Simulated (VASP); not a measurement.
Set up this calculation in VASP 6.6.1, as the native input.

```
Task                   : single point
Functional             : LDA
Potentials or basis    : VASP PAW LDA potentials, release 64 (Zn, Au)
Cutoff                 : 520 eV
k mesh                 : 16 × 16 × 16
Occupations            : gaussian, width 0.15 eV
Spin                   : no spin polarisation
Dipole correction      : no
Further INCAR settings : ALGO = Fast; EDIFF = 1e-06; NBANDS = 18
```

The structure of ZnAu lies in POSCAR:

```
ZnAu
1.0
    3.6329461238      0.0000000000      0.0000000000
    0.0000000000      3.6329461238      0.0000000000
    0.0000000000      0.0000000000      2.3614149804
Zn Au
1 1
Direct
    0.5000000000      0.5000000000      0.5000000000
    0.0000000000      0.0000000000      0.0000000000
```

This cell differs from its parent crystal: ratio of the length along z to the lengths across it x 0.65, volume and fractional coordinates fixed.

These files were run (other wordings do the same):

INCAR

```
SYSTEM = ZnAu
ALGO = Fast
EDIFF = 1E-6
ENCUT = 520
GGA = CA
ISIF = 2
ISMEAR = 0
LASPH = .TRUE.
LCHARG = .TRUE.
LELF = .TRUE.
LREAL = .FALSE.
LVHAR = .TRUE.
LWAVE = .FALSE.
NBANDS = 18
NELM = 60
PREC = Accurate
SIGMA = 0.15
```

KPOINTS

```
k-points
0
G
  16 16 16
  0 0 0
```

Potentials or basis: VASP PAW LDA potentials, release 64 (Zn, Au).

Launch:

```bash
$ cat potpaw_LDA.64/Zn/POTCAR potpaw_LDA.64/Au/POTCAR > POTCAR
$ mpirun -np 1 vasp_std > vasp.out
```

Results of the run:

```json
{
 "Pressure": "17.1 GPa",
 "Band gap on the k mesh": "zero (an odd number of electrons rules out a gap without spin polarisation)"
}
```

Caveat: the stress differs along the axes, from -7 to 65 GPa; spin-orbit coupling is left out, which moves the levels of the heavy elements.

It took 120 s on 1 thread of Oxide Virtual Turin-like Processor, on a shared host, peak memory 0.29 GiB.
